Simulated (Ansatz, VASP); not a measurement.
**MnO in VASP and in Ansatz**

The input INCAR:

```
SYSTEM = MnO
PREC = Accurate ; ENCUT = 520
EDIFF = 1E-8 ; ISMEAR = -1
SIGMA = 0.05 ; LREAL = .False.
LASPH = .True. ; NELM = 150
ALGO = Normal ; ISIF = 2
LWAVE = .False. ; LCHARG = .False.
ISPIN = 2 ; MAGMOM = 4 0
LORBIT = 11 ; LMAXMIX = 4
LEFG = .True. ; NBANDS = 20
```

File KPOINTS:

```
Automatic mesh
0
Gamma
  16 16 16
  0 0 0
```

The input POSCAR:

```
MnO
1.0
   -0.0222200000      2.2108900000      2.2108900000
    2.2108900000     -0.0222200000      2.2108900000
    2.2108900000      2.2108900000     -0.0222200000
Mn O
1 1
Direct
    0.0000000000      0.0000000000      0.0000000000
    0.5000000000      0.5000000000      0.5000000000
```

Input for Ansatz:

```yaml
crystal:
  lattice:
    - [-0.02222, 2.21089, 2.21089]
    - [2.21089, -0.02222, 2.21089]
    - [2.21089, 2.21089, -0.02222]
  atoms:
    - { symbol: Mn, position: [0.0, 0.0, 0.0], spin: 4.0 }
    - { symbol: O, position: [0.5, 0.5, 0.5] }
magnetization:
  spin_polarized: true
kpoints:
  mp_grid: { grid: [16, 16, 16] }
scf:
  occupations: { method: fermi_dirac, width: 0.05 }
hamiltonian:
  xc: lda
  pseudopotentials: { kind: paw }
output:
  forces: true
  stress: true
  eigenvalues: true
  efg: { contact_densities: true }
  write_density: true
  write_potential: true
  elf: true
  volumetric_format: npy
```

Change from the starting cell: equal xy, yz and zx shear strains of -1 %, PAW files.

Alike in both runs: task electric field gradients; functional LDA; k mesh 16 × 16 × 16; occupations fermi-dirac, width 0.05 eV; collinear spin.

```csv
,VASP,Ansatz
version,VASP 6.6.1,Ansatz 0.2.0
potentials or method,"VASP PAW LDA potentials, release 64 (Mn_pv, O)","PAW with Ansatz's default frozen-core files, scalar-relativistic"
plane-wave cutoff (eV),520,420
valence electrons in the cell,19,21
```

```tsv
	VASP	Ansatz	Ansatz less VASP
pressure (GPa)	-17.1	-16.2	+0.91
traceless stress, the component that is largest in VASP (GPa)	0.66	0.67	+0.010
net moment per atom (μB)	2.27	2.30	+0.032
size of the moment on the site where the two differ most (μB)	4.12	3.91	-0.215
size of Vzz on the site where it differs most (V/Å²)	0.9	1.1	+0.21
```

LDA's correlation is that of Perdew and Zunger in VASP and of Perdew and Wang (1992) in Ansatz. Site moments also hang on the region over which each program counts them. VASP's potentials hold 19 valence electrons a cell and Ansatz's 21, so a difference there can come from the potentials and not from the codes.
